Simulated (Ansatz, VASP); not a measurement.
Te2Mo in VASP and in Ansatz

POSCAR

```
Te2Mo
1.0
    3.5602328140      0.0000000000      0.0000000000
   -1.7801164070      3.0832520603      0.0000000000
    0.0000000000      0.0000000000     17.5240578200
Te Mo
2 1
Direct
    0.3425054750      0.6850109501      0.8950447971
    0.3425054750      0.6850109501      0.0993338971
    0.0000000000      0.0000000000      0.0000000000
```

Contents of INCAR.step1:

```
SYSTEM = Te2Mo
ALGO = Normal ; EDIFF = 1E-4
ENCUT = 520 ; GGA = PE
ISMEAR = 0 ; LASPH = .TRUE.
LCHARG = .FALSE. ; LREAL = .FALSE.
LWAVE = .TRUE. ; NBANDS = 20
NELM = 100 ; PREC = Accurate
SIGMA = 0.05
```

Contents of INCAR.step2:

```
SYSTEM = Te2Mo
ALGO = Normal ; EDIFF = 1E-6
ENCUT = 520 ; ISIF = 2
ISMEAR = 0 ; ISTART = 1
LASPH = .TRUE. ; LCHARG = .FALSE.
LMIXTAU = .TRUE. ; LREAL = .FALSE.
LWAVE = .FALSE. ; METAGGA = R2SCAN
NBANDS = 20 ; NELM = 100
PREC = Accurate ; SIGMA = 0.05
```

File KPOINTS:

```
k-points
0
G
  12 12 2
  0 0 0
```

Input for Ansatz:

```yaml
crystal:
  lattice:
    - [3.560232814, 0.0, 0.0]
    - [-1.780116407, 3.0832520603, 0.0]
    - [0.0, 0.0, 17.52405782]
  atoms:
    - { symbol: Te, position: [0.342505475, 0.6850109501, 0.8950447971] }
    - { symbol: Te, position: [0.342505475, 0.6850109501, 0.0993338971] }
    - { symbol: Mo, position: [0.0, 0.0, 0.0] }
basis:
  ecutwfc: 500
kpoints:
  mp_grid: { grid: [12, 12, 2] }
hamiltonian:
  xc: r2scan
scf:
  occupations: { method: gaussian, width: 0.05 }
output:
  forces: true
  stress: true
  eigenvalues: true
```

Change from the starting cell: all Te atoms moved -0.075 Å, as atom 1 towards its neighbour atom 3 (Mo) at 2.726 Å.

Alike in both runs: task single point; functional r2SCAN; k mesh 12 × 12 × 2; occupations gaussian, width 0.05 eV; no spin polarisation.

```csv
,VASP,Ansatz
version,VASP 6.6.1,Ansatz 0.2.0
potentials or method,"VASP PAW PBE potentials, release 64 (Te, Mo_sv), cutoff 520 eV","scalar-relativistic, plane waves, PAW"
valence electrons in the cell,26,46
```

VASP gave:

- gap on the k mesh at the Fermi level (eV): 1.13
- least direct gap on the mesh (eV): 1.13
- rms of the force components (eV/Å): 0.553

Q: Estimate Ansatz's values.

A: gap on the k mesh at the Fermi level (eV): 1.13; least direct gap on the mesh (eV): 1.13; rms of the force components (eV/Å): 0.551.

VASP's potentials were made for PBE, not for r2SCAN. Atom by atom the forces differ by 0.013 eV/Å (rms over components). The functional is the same, so the differences come from potentials, cutoffs and numerics. VASP's potentials hold 26 valence electrons a cell and Ansatz's 46, so a difference there can come from the potentials and not from the codes.

Spin-orbit coupling is off throughout.
